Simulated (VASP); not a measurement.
C, 12 atoms in the cell. It takes space group P6_3/mmc (No. 194, hexagonal). The conventional cell has a = 2.653 Å, b = 2.653 Å, c = 12.274 Å, α = 90.00°, β = 90.00°, γ = 120.00°. C (site symmetry 3m) has 4 C at 1.55 to 1.62 Å within 2.1 Å. Within 2.0 Å of C (site symmetry 3m) lie 4 C at 1.53 to 1.61 Å. Within 2.0 Å of C (site symmetry 3m) lie 4 C at 1.53 to 1.62 Å. 

| Quantity | Value |
| --- | --- |
| Program | VASP 6.6.1 |
| Task | single point |
| Functional | PBE |
| Potentials or basis | VASP PAW PBE potentials, release 64 (C) |
| Cutoff | 520 eV |
| k mesh | 12 × 12 × 2 |
| Occupations | gaussian, width 0.05 eV |
| Spin | no spin polarisation |
| Dipole correction | no |
| Further INCAR settings | ALGO = Normal; EDIFF = 1e-07; NBANDS = 36 |

Potentials or basis: VASP PAW PBE potentials, release 64 (C).

The run is started by

```sh
$ cat potpaw_PBE.64/C/POTCAR > POTCAR
$ mpirun -np 1 vasp_std > vasp.out
```

Hardware: 1 thread of AMD EPYC 7R13 (shared host).

Task: Estimate the wall time of this run.

Result: Run time: 2.7 min on 1 thread of AMD EPYC 7R13, with other jobs on the host, peak memory 0.18 GiB. Counts: scf iterations 14, k points 38.
